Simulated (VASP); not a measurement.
# Cu (Im-3m) in VASP: notebook

Cu is run at these levels: PBE; tasks: single point, relaxation of cell and atoms.

Everything below comes from runs of VASP 6.6.1. Logs are shortened: lines on timing, memory, paths and dates and some standing lists are left out, and cuts for length are marked.

### 1 The cell of the first run

It takes space group Im-3m (No. 229, cubic). Conventional cell: a = 2.868 Å, b = 2.868 Å, c = 2.868 Å, α = 90.00°, β = 90.00°, γ = 90.00°. Cu (site symmetry m-3m) has 14 Cu at 2.48 to 2.87 Å within 3.3 Å.

This isn't the form of Cu at room conditions, which is fcc.

### 2 Single point, PBE

Contents of INCAR:

```
SYSTEM = Cu
ALGO = Normal ; EDIFF = 1E-6
ENCUT = 600 ; GGA = PE
GGA_COMPAT = .False. ; ISIF = 2
ISMEAR = 0 ; LASPH = .True.
LCHARG = .True. ; LELF = .True.
LREAL = .False. ; LVHAR = .True.
LWAVE = .False. ; NBANDS = 12
NELM = 120 ; PREC = Accurate
SIGMA = 0.1
```

Contents of KPOINTS:

```
k-points
0
Gamma
  8 8 8
  0 0 0
```

Contents of POSCAR:

```
Cu
1.0
   -1.4341921420      1.4341921420      1.4341921420
    1.4341921420     -1.4341921420      1.4341921420
    1.4341921420      1.4341921420     -1.4341921420
Cu
1
Direct
    0.0000000000      0.0000000000      0.0000000000
```

Potentials or basis: VASP PAW PBE potentials, release 64 (Cu).

Launch:

```console
$ cat potpaw_PBE.64/Cu/POTCAR > POTCAR
$ mpirun -np 1 vasp_std > vasp.out
```

OUTCAR:

```text
SYSTEM = Cu
   EDIFF = 1E-6
   ENCUT = 600
   GGA = PE
   ISIF = 2
   ISMEAR = 0
   LASPH = .True.
   LREAL = .False.
   NELM = 120
   PREC = Accurate

 ion  position               nearest neighbor table
   1  0.000  0.000  0.000-

  LATTYP: Found a body centered cubic cell.
 ALAT       =     2.8683842840

  Lattice vectors:

 A1 = (  -1.4341921420,   1.4341921420,   1.4341921420)
 A2 = (   1.4341921420,  -1.4341921420,   1.4341921420)
 A3 = (   1.4341921420,   1.4341921420,  -1.4341921420)

Analysis of symmetry for initial positions (statically):
=====================================================================
 Subroutine PRICEL returns:
 Original cell was already a primitive cell.

 Routine SETGRP: Setting up the symmetry group for a
 body centered cubic supercell.

 Subroutine GETGRP returns: Found 48 space group operations
 (whereof 48 operations were pure point group operations)
 out of a pool of 48 trial point group operations.

The static configuration has the point symmetry O_h .

Analysis of symmetry for dynamics (positions and initial velocities):
=====================================================================
 Subroutine PRICEL returns:
 Original cell was already a primitive cell.

 Routine SETGRP: Setting up the symmetry group for a
 body centered cubic supercell.

 Subroutine GETGRP returns: Found 48 space group operations
 (whereof 48 operations were pure point group operations)
 out of a pool of 48 trial point group operations.

The dynamic configuration has the point symmetry O_h .

 Subroutine INISYM returns: Found 48 space group operations
 (whereof 48 operations are pure point group operations),
 and found     1 'primitive' translations

----------------------------------------------------------------------------------------

                                     Primitive cell

  volume of cell :      11.8000

  direct lattice vectors                    reciprocal lattice vectors
    -1.434192142  1.434192142  1.434192142     0.000000000  0.348628322  0.348628322
     1.434192142 -1.434192142  1.434192142     0.348628322  0.000000000  0.348628322
     1.434192142  1.434192142 -1.434192142     0.348628322  0.348628322  0.000000000

  length of vectors
     2.484093658  2.484093658  2.484093658     0.493034901  0.493034901  0.493034901

  position of ions in fractional coordinates (direct lattice)
     0.000000000  0.000000000  0.000000000

  ion indices of the primitive-cell ions
   primitive index   ion index
                 1           1

----------------------------------------------------------------------------------------

 KPOINTS: k-points

Automatic generation of k-mesh.
 Grid dimensions read from file:
 generate k-points for:    8    8    8

 Generating k-lattice:

  Cartesian coordinates                     Fractional coordinates (reciprocal lattice)
     0.000000000  0.043578540  0.043578540     0.125000000  0.000000000  0.000000000
     0.043578540  0.000000000  0.043578540     0.000000000  0.125000000  0.000000000
     0.043578540  0.043578540  0.000000000     0.000000000  0.000000000  0.125000000

  Length of vectors
     0.061629363  0.061629363  0.061629363

  Shift w.r.t. Gamma in fractional coordinates (k-lattice)
     0.000000000  0.000000000  0.000000000

 Subroutine IBZKPT returns following result:
 ===========================================

 Found     29 irreducible k-points:

 Following reciprocal coordinates:
            Coordinates               Weight
  0.000000  0.000000  0.000000      1.000000
  0.125000  0.000000  0.000000     12.000000
  0.250000  0.000000  0.000000     12.000000
  0.375000  0.000000  0.000000     12.000000
  0.500000  0.000000  0.000000      6.000000
  0.125000  0.125000  0.000000     24.000000
[... 16 lines left out ...]
 -0.250000  0.250000  0.250000      6.000000
 -0.375000  0.375000  0.250000     24.000000
 [... further k-points ...]
   k-points           NKPTS =     29   k-points in BZ     NKDIM =     29   number of bands    NBANDS=     12
   number of dos      NEDOS =    301   number of ions     NIONS =      1
   total plane-waves  NPLWV =   8000
   dimension x,y,z NGX =    20 NGY =   20 NGZ =   20
   dimension x,y,z NGXF=    40 NGYF=   40 NGZF=   40
   ions per type =               1
   NGX,Y,Z   is equivalent  to a cutoff of  13.38, 13.38, 13.38 a.u.
   NGXF,Y,Z  is equivalent  to a cutoff of  26.77, 26.77, 26.77 a.u.
 SYSTEM =  Cu
   PREC   = accura    normal or accurate (medium, high low for compatibility)
   ISTART =      0    job   : 0-new  1-cont  2-samecut
   ICHARG =      2    charge: 1-file 2-atom 10-const
   ISPIN  =      1    spin polarized calculation?
   LNONCOLLINEAR =      F non collinear calculations
   LSORBIT =      F    spin-orbit coupling
   LASPH  =      T    aspherical Exc in radial PAW
   ENCUT  =  600.0 eV  44.10 Ry    6.64 a.u.   4.96  4.96  4.96*2*pi/ulx,y,z
   NELM   =    120;   NELMIN=  2; NELMDL= -5     # of ELM steps
   EDIFF  = 0.1E-05   stopping-criterion for ELM
   LREAL  =      F    real-space projection
   EDIFFG = 0.1E-04   stopping-criterion for IOM
   NSW    =      0    number of steps for IOM
   IBRION =     -1    ionic relax: 0-MD 1-quasi-New 2-CG
   NFREE  =      0    steps in history (QN), initial steepest desc. (CG)
   ISIF   =      2    stress and relaxation
   ISYM   =      2    0-nonsym 1-usesym 2-fastsym
   POTIM  = 0.5000    time-step for ionic-motion
   TEBEG  =    0.0;   TEEND  =   0.0 temperature during run
   PSTRESS=    0.0 pullay stress
   NELECT =      11.0000    total number of electrons
   NUPDOWN=      -1.0000    fix difference up-down
   EMIN   =  10.00;   EMAX   =-10.00  energy-range for DOS
   EFERMI =   0.00;   METHOD = LEGACY
   ISMEAR =     0;   SIGMA  =   0.10  broadening in eV -4-tet -1-fermi 0-gaus
   EFERMI_NEDOS =   21; number of points for ismear=-14 and -15
   IALGO  =     38    algorithm
   IMIX   =      4    mixing-type and parameters
     AMIX     =   0.40;   BMIX     =  1.00
     AMIX_MAG =   1.60;   BMIX_MAG =  1.00
  volume/ion in A,a.u.               =      11.80        79.63
  Fermi-wavevector in a.u.,A,eV,Ry     =   1.599233  3.022112 34.797525  2.557546
  Thomas-Fermi vector in A             =   2.696558
   LORBIT       =      0    0 simple, 1 ext, 2 COOP (PROOUT), +10 PAW based schemes
   GGA     = PE    functional components
   LHFCALC =     F    Hartree Fock is set to
   AEXX    =    0.0000 exact exchange contribution
   IVDW    =     0    specifies the selected vdW correction
   LEPSILON=     F    determine dielectric tensor
   LRPA    =     F    only Hartree local field effects (RPA)
 non-spin polarized calculation
 Gauss-broadening in eV      SIGMA  =   0.10
  energy-cutoff  :      600.00
  volume of cell :       11.80
 maximum number of plane-waves:       420
   NGX =  9   NGY =  9   NGZ =  9

 number of electron      10.9999995 magnetization

 Free energy of the ion-electron system (eV)
  ---------------------------------------------------
  ext. energy  EPLUGINS =         0.00000000
  ---------------------------------------------------
  free energy    TOTEN  =        -3.65405852 eV

  energy without entropy =       -3.64749140  energy(sigma->0) =       -3.65077496

 E-fermi :   7.6648     XC(G=0): -12.7351

 val. band max:        7.6497798995   @ k =   0.3750   0.1250  -0.0000
 cond. band min:       7.8932498313   @ k =   0.2500   0.2500   0.0000
 fundamental gap:      0.2434699318
 Fermi energy:         7.6648062326

 k-point     1 :       0.0000    0.0000    0.0000
  band No.  band energies     occupation
      1      -1.7569      2.00000
      2       4.4767      2.00000
      3       4.4767      2.00000
      4       4.4767      2.00000
      5       5.4863      2.00000
      6       5.4863      2.00000
      7      32.6665      0.00000
      8      32.6665      0.00000
      9      32.6665      0.00000
     10      36.0622      0.00000
     11      36.0622      0.00000
     12      36.0622      0.00000

 k-point     2 :       0.1250    0.0000    0.0000
  band No.  band energies     occupation
      1      -1.1607      2.00000
      2       4.3691      2.00000
      3       4.4644      2.00000
      4       4.7016      2.00000
      5       5.3951      2.00000
      6       5.4953      2.00000
      7      27.8060      0.00000
      8      30.8674      0.00000
      9      31.5147      0.00000
     10      32.2460      0.00000
     11      33.6025      0.00000
     12      34.8849      0.00000

 k-point     3 :       0.2500    0.0000    0.0000
  band No.  band energies     occupation
      1       0.4831      2.00000
      2       4.1147      2.00000
      3       4.4146      2.00000
      4       5.2818      2.00000
      5       5.3323      2.00000
      6       5.5265      2.00000
      7      21.1498      0.00000
      8      27.8467      0.00000
      9      28.5983      0.00000
     10      30.0871      0.00000
     11      32.4179      0.00000
     12      36.8872      0.00000

 k-point     4 :       0.3750    0.0000    0.0000
  band No.  band energies     occupation
      1       2.1933      2.00000
      2       3.8676      2.00000
      3       5.1437      2.00000
      4       5.4534      2.00000
      5       5.5714      2.00000
      6       5.9270      2.00000
      7      15.2872      0.00000
      8      25.8088      0.00000
      9      26.0781      0.00000
     10      29.2339      0.00000
     11      31.9609      0.00000
     12      40.3288      0.00000

 k-point     5 :       0.5000    0.0000    0.0000
  band No.  band energies     occupation
      1       2.5558      2.00000
      2       3.7672      2.00000
      3       5.4449      2.00000
      4       5.5942      2.00000
      5       6.2184      2.00000
      6       7.0067      2.00000
      7      11.9410      0.00000
      8      25.0986      0.00000
      9      25.1568      0.00000
     10      28.9588      0.00000
     11      31.8723      0.00000
     12      41.4111      0.00000
[... 228 lines left out ...]
      1       3.7651      2.00000
      2       3.7651      2.00000
      3       3.9610      2.00000
      4       5.6607      2.00000
      5       5.6607      2.00000
      6      12.6038      0.00000
      7      12.6038      0.00000
      8      14.2170      0.00000
      9      29.4218      0.00000
     10      30.0784      0.00000
     11      30.0784      0.00000
     12      35.5059      0.00000

 k-point    22 :       0.2500    0.2500    0.2500
  band No.  band energies     occupation
      1       3.8163      2.00000
      2       3.8163      2.00000
      3       3.8163      2.00000
      4       5.6157      2.00000
      5       5.6157      2.00000
      6      14.0897      0.00000
      7      14.0897      0.00000
      8      14.0897      0.00000
      9      15.2262      0.00000
     10      46.2062      0.00000
     11      46.2131      0.00000
     12      46.2332      0.00000

 k-point    23 :      -0.2500    0.2500    0.2500
  band No.  band energies     occupation
      1       2.2412      2.00000
      2       4.2600      2.00000
      3       4.7787      2.00000
      4       4.7787      2.00000
      5       5.2614      2.00000
      6       6.2771      2.00000
      7      22.1751      0.00000
      8      22.1751      0.00000
      9      23.7637      0.00000
     10      25.0485      0.00000
     11      39.6333      0.00000
     12      39.6334      0.00000

 k-point    24 :      -0.3750    0.3750    0.2500
  band No.  band energies     occupation
      1       3.1662      2.00000
      2       3.7823      2.00000
      3       4.7915      2.00000
      4       5.0953      2.00000
      5       5.8143      2.00000
      6       8.0362      0.00000
      7      16.9925      0.00000
      8      19.9900      0.00000
      9      23.1441      0.00000
     10      26.3510      0.00000
     11      35.2388      0.00000
     12      38.2448      0.00000

 [... further k-points ...]
[... 5 lines left out ...]
  --------------------------------------------------------------------------------------
  -------------------------------------------------------------------------------------
  Total        0.2362056      0.2362056      0.2362056      0.0000000      0.0000000     -0.0000000
  in kB       32.0714633     32.0714633     32.0714633      0.0000000      0.0000000     -0.0000000
  external PRESSURE =      32.0714633 kB  Pullay stress =       0.0000000 kB

 VOLUME and BASIS-vectors are now :
 -----------------------------------------------------------------------------
  energy-cutoff  :      600.00
  volume of cell :       11.80
      direct lattice vectors                 reciprocal lattice vectors
    -1.434192142  1.434192142  1.434192142     0.000000000  0.348628322  0.348628322
     1.434192142 -1.434192142  1.434192142     0.348628322  0.000000000  0.348628322
     1.434192142  1.434192142 -1.434192142     0.348628322  0.348628322  0.000000000

 POSITION                                       TOTAL-FORCE (eV/Angst)
 -----------------------------------------------------------------------------------
      0.00000      0.00000      0.00000        -0.000000     -0.000000      0.000000
 -----------------------------------------------------------------------------------
    total drift:                                0.000000     -0.000000      0.000000

  FREE ENERGIE OF THE ION-ELECTRON SYSTEM (eV)
  ---------------------------------------------------
  free  energy   TOTEN  =        -3.6540585189 eV

  energy  without entropy=       -3.6474913973  energy(sigma->0) =       -3.65077496
```

Wall time 3.5 s (1 thread of Intel Xeon Platinum 8375C at 2.90GHz (Ice Lake), shared host); peak memory 0.12 GiB.

What came out:

* Free energy: -3.6541 eV
* Pressure: 3.2 GPa
* Band gap on the k mesh: zero (an odd number of electrons rules out a gap without spin polarisation)

Caveat: the k points lie up to 0.39 Å⁻¹ apart, too coarse for converged energies and pressures of a metal.

### 3 Single point, PBE

This run uses another cell than the first one, of 12.00 Å³/atom.

Contents of INCAR:

```
PREC = Accurate ; ENCUT = 600
EDIFF = 1E-6 ; ISMEAR = 0
SIGMA = 0.1 ; LREAL = F
LASPH = T ; NELM = 120
ALGO = Normal ; ISIF = 2
LWAVE = F ; LCHARG = F
GGA = PE ; NBANDS = 12
GGA_COMPAT = F
```

Contents of KPOINTS:

```
Automatic mesh
0
Gamma
  20 20 20
```

Contents of POSCAR:

```
Cu
1.0
   -1.4424440542      1.4424440542      1.4424440542
    1.4424440542     -1.4424440542      1.4424440542
    1.4424440542      1.4424440542     -1.4424440542
Cu
1
Direct
    0.0000000000      0.0000000000      0.0000000000
```

Potentials or basis: VASP PAW PBE potentials, release 64 (Cu).

Launch:

```console
$ cat potpaw_PBE.64/Cu/POTCAR > POTCAR
$ mpirun -np 1 vasp_std > vasp.out
```

Wall time 18 s (1 thread of Intel Xeon Platinum 8375C at 2.90GHz (Ice Lake), shared host); peak memory 0.16 GiB.

Results (log left out):

* Free energy: -3.6899 eV
* Pressure: 0.6 GPa
* Band gap on the k mesh: zero (an odd number of electrons rules out a gap without spin polarisation)

Levels at points of the mesh, in eV from the Fermi level:
```tsv
k point	band 3	band 4	band 5	band 6	band 7	band 8	band 9	band 10
(0.00, 0.00, 0.00)	-3.06	-3.06	-2.07	-2.07	24.90	24.90	24.90	28.06
(0.50, 0.00, 0.00)	-2.11	-1.96	-1.36	-0.55	4.26	17.35	17.36	21.15
(0.50, 0.50, 0.50)	-1.52	-1.52	-1.52	8.13	8.13	8.13	13.47	13.47
```

### 4 Relaxation of cell and atoms, PBE

Contents of INCAR:

```
SYSTEM = Cu
PREC     = Accurate       ! precision mode
ENCUT    = 600            ! plane-wave cutoff, eV
EDIFF    = 1E-7           ! SCF threshold, eV
ISMEAR   = 0              ! smearing method
SIGMA    = 0.1            ! smearing width, eV
LREAL    = .False.        ! projectors in reciprocal space
LASPH    = .True.         ! aspherical terms in the spheres
NELM     = 120            ! most SCF steps
ALGO     = Normal         ! electronic algorithm
ISIF     = 3              ! what is computed and relaxed
LWAVE    = .False.        ! write WAVECAR
LCHARG   = .False.        ! write CHGCAR
GGA      = PE             ! functional
IBRION   = 2              ! ionic algorithm
NSW      = 100            ! ionic steps
EDIFFG   = -0.002         ! ionic threshold
GGA_COMPAT= .False.      
NELMIN   = 4
```

Contents of KPOINTS:

```
regular mesh
0
Gamma
  20 20 20
  0 0 0
```

Contents of POSCAR:

```
Cu
1.0
   -1.4341921420      1.4341921420      1.4341921420
    1.4341921420     -1.4341921420      1.4341921420
    1.4341921420      1.4341921420     -1.4341921420
Cu
1
Direct
    0.0000000000      0.0000000000      0.0000000000
```

Launch:

```console
$ cat potpaw_PBE.64/Cu/POTCAR > POTCAR
$ mpirun -np 1 vasp_std > vasp.out
```

It took 32 s on 1 thread of Intel Xeon Platinum 8375C at 2.90GHz (Ice Lake), shared host; peak memory 0.16 GiB.

The run converged. Its results:

| Quantity | Value |
| --- | --- |
| Free energy | -3.6900 eV |
| Relaxed volume | 12.06 Å³/atom |
| Relaxed cell | a = 2.502 Å, b = 2.502 Å, c = 2.502 Å, α = 109.47°, β = 109.47°, γ = 109.47° |
| Space group after relaxing (to 0.1 Å) | Im-3m (No. 229) |
| Energy gained by relaxing | 2.4 meV/atom |
| Ionic steps | 3 |
| Pressure after relaxing | 0.0 GPa |
| Band gap on the k mesh | zero (an odd number of electrons rules out a gap without spin polarisation) |

Step by step:
```
step  energy change (eV)  largest force (eV/Å)  pressure (GPa)  volume (Å³)
   1              0.0000                0.0000            3.09        11.80
   2             -0.0018                0.0000           -1.47        12.19
   3             -0.0024                0.0000            0.02        12.06
```

Final structure:
```yaml
crystal:
  lattice:
    - [-1.44456, 1.44456, 1.44456]
    - [1.44456, -1.44456, 1.44456]
    - [1.44456, 1.44456, -1.44456]
  atoms:
    - { symbol: Cu, position: [0.00000, 0.00000, 0.00000] }
```

Levels at points of the mesh, in eV from the Fermi level:
```csv
k point,band 4,band 5,band 6,band 7,band 8,band 9
"(0.00, 0.00, 0.00)",-3.04,-2.06,-2.06,24.86,24.86,24.86
"(0.50, 0.00, 0.00)",-1.96,-1.36,-0.53,4.23,17.29,17.32
"(0.50, 0.50, 0.50)",-1.52,-1.52,8.11,8.11,8.11,13.44
```

### 5 The runs side by side

| task | cell | k mesh | gap on the mesh (eV) | pressure (GPa) |
| --- | --- | --- | --- | --- |
| single point | a = 2.484 Å, angles 109.5°, 1 atom | 8 × 8 × 8 | none | 3.2 |
| single point | a = 2.498 Å, angles 109.5°, 1 atom | 20 × 20 × 20 | none | 0.6 |
| relaxation of cell and atoms | relaxed from a = 2.484 Å, angles 109.5°, 1 atom | 20 × 20 × 20 | none | 0.0 |

Alike in all rows: level PBE; potentials or basis VASP PAW PBE potentials, release 64 (Cu); no spin polarisation; cutoff (eV) 600; smearing gaussian 0.1 eV.

Caveats: some runs use coarse meshes.

Absolute energies hang on the potentials; compare differences alone.

The gap in the log of VASP goes by the Fermi energy; the results here count the filled bands.